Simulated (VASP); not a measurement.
**VCrC2: single point with PBE**

VCrC2:

```xyz
4
Lattice="1.4606 0.8433 4.7394 -1.4606 0.8433 4.7394 0.0000 -1.6866 4.7394" Properties=species:S:1:pos:R:3 pbc="T T T"
V     0.0000    0.0000    0.0000
Cr    0.0000    0.0000    7.1091
C     0.0000    0.0000   10.6813
C     0.0000    0.0000    3.5369
```

| Property | Result |
| --- | --- |
| Program | VASP 6.6.1 |
| Task | single point |
| Functional | PBE |
| Potentials or basis | VASP PAW PBE potentials, release 64 (V_sv, Cr_pv, C) |
| Cutoff | 520 eV |
| k mesh | 6 × 6 × 6 |
| Occupations | gaussian, width 0.1 eV |
| Spin | collinear spin, ferromagnetic start |
| Starting moments | [2.0, 3.0, 0.0, 0.0] μB |
| Dipole correction | no |
| Further INCAR settings | ALGO = Normal; EDIFF = 1e-06; NBANDS = 28 |

The pressure is -1.2 GPa and the largest force is 0.065 eV/Å. The net moment is 0.66 μB per cell. The site moments are V -0.03; Cr +0.78; C -0.03 μB and the valence electrons inside the program's atomic spheres are V 11.77; Cr 11.10; C 2.42.

Forces on the atoms (eV/Å):
```
V    0.000  0.000  0.000
Cr   0.000  0.000  0.000
C    0.000  0.000  0.065
C    0.000  0.000 -0.065
```

Stress tensor (GPa, compression positive):
```
-0.86  0.00  0.00
 0.00 -0.86  0.00
 0.00  0.00 -1.95
```

Levels at points of the mesh, in eV from the Fermi level:
Spin up:
```csv
k point,band 13,band 14,band 15,band 16,band 17,band 18,band 19,band 20,band 21,band 22
"(0.00, 0.00, 0.00)",-1.64,-1.64,-1.57,-0.60,-0.60,0.64,0.64,0.99,0.99,1.07
"(0.50, 0.00, 0.00)",-4.63,-3.69,-3.44,-0.81,-0.03,0.01,0.90,1.34,2.18,3.63
"(0.50, 0.50, 0.00)",-4.61,-3.63,-1.22,-1.13,-0.06,0.22,0.40,0.99,1.43,2.16
"(0.50, 0.50, 0.50)",-3.68,-3.20,-3.20,-1.02,-1.02,-0.01,-0.01,0.88,1.67,4.26
```
Spin down:
```tsv
k point	band 13	band 14	band 15	band 16	band 17	band 18	band 19	band 20
(0.00, 0.00, 0.00)	-1.18	-1.18	-1.11	-0.33	-0.33	0.90	0.90	0.92
(0.50, 0.00, 0.00)	-4.42	-3.48	-3.47	-0.18	-0.10	0.92	1.29	1.69
(0.50, 0.50, 0.00)	-4.48	-3.33	-1.26	-1.18	0.55	0.87	0.88	1.42
(0.50, 0.50, 0.50)	-3.37	-3.23	-3.23	-0.30	-0.30	-0.07	-0.07	1.41
```

Wall time 3.1 min on 1 thread of AMD EPYC 7R13 Processor (Zen 3), with other jobs on the host, peak memory 0.27 GiB.

Caveat: the k points lie up to 0.42 Å⁻¹ apart.
